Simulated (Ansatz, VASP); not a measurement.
**TiB2 in VASP and in Ansatz**

The input INCAR:

```
SYSTEM = TiB2
PREC = Accurate
ENCUT = 520
EDIFF = 1E-6
ISMEAR = -1
SIGMA = 0.03
LREAL = .False.
LASPH = .True.
NELM = 100
ALGO = Normal
ISIF = 2
LWAVE = .False.
LCHARG = .False.
GGA = PS
NBANDS = 16
```

File KPOINTS:

```
Automatic mesh
0
Gamma
  14 14 11
  0 0 0
```

Contents of POSCAR:

```
TiB2
1.0
    2.9989062196      0.0000000000      0.0000000000
   -1.4994531098      2.5971289697      0.0000000000
    0.0000000000      0.0000000000      3.2284000000
Ti B
1 2
Direct
    0.0000000000      0.0000000000      0.0000000000
    0.3333333333      0.6666666667      0.5000000000
    0.6666666667      0.3333333333      0.5000000000
```

Input for Ansatz:

```yaml
crystal:
  lattice:
    - [2.9989062196, 0.0, 0.0]
    - [-1.4994531098, 2.5971289697, 0.0]
    - [0.0, 0.0, 3.2284]
  atoms:
    - { symbol: Ti, position: [0.0, 0.0, 0.0] }
    - { symbol: B, position: [0.3333333333, 0.6666666667, 0.5] }
    - { symbol: B, position: [0.6666666667, 0.3333333333, 0.5] }
kpoints:
  mp_grid: { grid: [14, 14, 11] }
  band_path:
    path:
      - [0.0, 0.0, 0.0]
      - [0.5, 0.0, 0.0]
      - [0.3333333333, 0.3333333333, 0.0]
      - [0.0, 0.0, 0.0]
      - [0.0, 0.0, 0.5]
      - [0.5, 0.0, 0.5]
      - [0.3333333333, 0.3333333333, 0.5]
      - [0.0, 0.0, 0.5]
      - [0.5, 0.0, 0.5]
    npoints: 5
scf:
  occupations: { method: fermi_dirac, width: 0.03 }
hamiltonian:
  xc: pbesol
  pseudopotentials: { kind: all_electron, lapw: { basis_error: 0.001 } }
output:
  forces: true
  stress: true
  eigenvalues: true
```

Change from the starting cell: equal xx and yy strain of -1 %.

Alike in both runs: task single point; functional PBEsol; k mesh 14 × 14 × 11; occupations fermi-dirac, width 0.03 eV; no spin polarisation.

```csv
,VASP,Ansatz
version,VASP 6.6.1,Ansatz 0.2.0
potentials or method,"VASP PAW PBE potentials, release 64 (Ti_sv, B), cutoff 520 eV","all-electron LAPW, scalar-relativistic"
```

|  | VASP | Ansatz | Ansatz less VASP |
| --- | --- | --- | --- |
| pressure (GPa) | 0.8 | 0.4 | -0.44 |
| traceless stress, the component that is largest in VASP (GPa) | -5.62 | -5.51 | +0.115 |

VASP's potentials were made for PBE, not for PBEsol. Ansatz ran all-electron here, and VASP with PAW potentials.
